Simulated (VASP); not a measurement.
ZnGa4O2:

```
CELL_PARAMETERS angstrom
3.50000 0.00000 0.00000
-1.75000 3.03109 0.00000
0.00000 0.00000 9.60000
ATOMIC_POSITIONS crystal
Zn 0.00000 0.00000 0.00000
Ga 0.66667 0.33333 0.82000
Ga 0.33333 0.66667 0.59000
Ga 0.33333 0.66667 0.18000
Ga 0.66667 0.33333 0.41000
O 0.00000 0.00000 0.70500
O 0.00000 0.00000 0.29500
```

| Property | Result |
| --- | --- |
| Program | VASP 6.6.1 |
| Task | relaxation of cell and atoms |
| Functional | PBE |
| Potentials or basis | VASP PAW PBE potentials, release 64 (Zn, Ga_d, O) |
| Cutoff | 600 eV |
| k mesh | 5 × 5 × 2 |
| Occupations | gaussian, width 0.2 eV |
| Spin | no spin polarisation |

At the start: pressure 7.5 GPa; volume 14.55 Å³/atom.

Question: Where does the relaxation end?

Answer: Over 16 steps the energy falls by 376.6 meV/atom and the volume is 15.22 Å³/atom (+4.6 %); space group P-3m1 (No. 164, to 0.1 Å) before and after.

The path:
| step | energy change (eV) | largest force (eV/Å) | pressure (GPa) | volume (Å³) |
| --- | --- | --- | --- | --- |
| 1 | 0.0000 | 0.5686 | 7.48 | 101.84 |
| 2 | -0.5143 | 0.3560 | -0.62 | 112.07 |
| 3 | -0.5542 | 0.3805 | -3.85 | 118.15 |
| 4 | -0.8698 | 0.3759 | -4.23 | 116.52 |
| 5 | -1.3965 | 1.0573 | -4.96 | 111.82 |
| 6 | -1.1473 | 1.3481 | 1.34 | 98.12 |
| 7 | -1.6361 | 1.3892 | -4.74 | 109.04 |
| 8 | -1.7115 | 1.5275 | -4.21 | 106.18 |
| 9 | -1.9334 | 0.8613 | 4.21 | 97.98 |
| 10 | -1.9477 | 1.0515 | 2.28 | 99.35 |
| 11 | -2.1786 | 0.7975 | 2.08 | 100.57 |
| 12 | -2.4728 | 1.0479 | 2.81 | 104.24 |
| 13 | -2.5657 | 0.1624 | -2.37 | 110.21 |
| 14 | -2.5699 | 0.3019 | -1.63 | 109.14 |
| 15 | -2.6294 | 0.0973 | -0.66 | 107.37 |
| 16 | -2.6360 | 0.0756 | -0.15 | 106.57 |

Final structure:
```cif
data_structure
_symmetry_space_group_name_H-M 'P 1'
_symmetry_Int_Tables_number 1
_cell_length_a 3.0176
_cell_length_b 3.0176
_cell_length_c 13.5148
_cell_angle_alpha 90.000
_cell_angle_beta 90.000
_cell_angle_gamma 120.000
_cell_volume 106.57
loop_
_atom_site_label
_atom_site_type_symbol
_atom_site_fract_x
_atom_site_fract_y
_atom_site_fract_z
_atom_site_occupancy
Zn1 Zn 0.00000 0.00000 0.00000 1
Ga1 Ga 0.66667 0.33333 0.83690 1
Ga2 Ga 0.33333 0.66667 0.58396 1
Ga3 Ga 0.33333 0.66667 0.16310 1
Ga4 Ga 0.66667 0.33333 0.41604 1
O1 O 0.00000 0.00000 0.64996 1
O2 O 0.00000 0.00000 0.35004 1
```

Caveat: the k points lie up to 0.48 Å⁻¹ apart in the final cell, too coarse for converged energies and pressures of a metal; a cell axis changed by over 15 % at a fixed basis, so the end point is rough; the relaxation stopped at a loose force limit of 0.08 eV/Å, so its end isn't a converged minimum.
